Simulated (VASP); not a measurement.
A run of VASP 6.6.1 is set up as follows.

File POSCAR:

```
TiRh
1.0
    2.8887730325      0.0000000000      0.0000000000
    0.0000000000      2.8887730325      0.0000000000
    0.0000000000      0.0000000000      3.3151020010
Ti Rh
1 1
Direct
    0.5000000000      0.5000000000      0.5000000000
    0.0000000000      0.0000000000      0.0000000000
```

INCAR.step1

```
  PREC = Accurate
  ENCUT = 520
  ISMEAR = 0
  SIGMA = 0.1
  LREAL = False
  LASPH = True
  NELM = 100
  NBANDS = 20
  GGA = PE
  ALGO = Normal
  EDIFF = 1E-4
  LWAVE = True
  LCHARG = False
```

File INCAR.step2:

```
  PREC = Accurate
  ENCUT = 520
  EDIFF = 1E-6
  ISMEAR = 0
  SIGMA = 0.1
  LREAL = False
  LASPH = True
  NELM = 100
  ALGO = Normal
  ISIF = 2
  LWAVE = False
  LCHARG = False
  METAGGA = R2SCAN
  LMIXTAU = True
  NBANDS = 20
  ISTART = 1
```

The input KPOINTS:

```
regular mesh
0
Gamma
  14 14 12
```

Potentials or basis: VASP PAW PBE potentials, release 64 (Ti_sv, Rh_pv).

Command:

```console
$ cat potpaw_PBE.64/Ti_sv/POTCAR potpaw_PBE.64/Rh_pv/POTCAR > POTCAR
$ cp INCAR.step1 INCAR
$ mpirun -np 1 vasp_std > vasp.out
$ cp INCAR.step2 INCAR
$ mpirun -np 1 vasp_std > vasp.out
```

Problem. Predict the pressure.

Solution. 15.6 GPa.

Stress tensor (GPa, compression positive):
```
15.59  0.00  0.00
 0.00 15.59  0.00
 0.00  0.00 15.73
```

Caveat: the PAW data sets were made with another functional, which shifts forces and pressure a little.
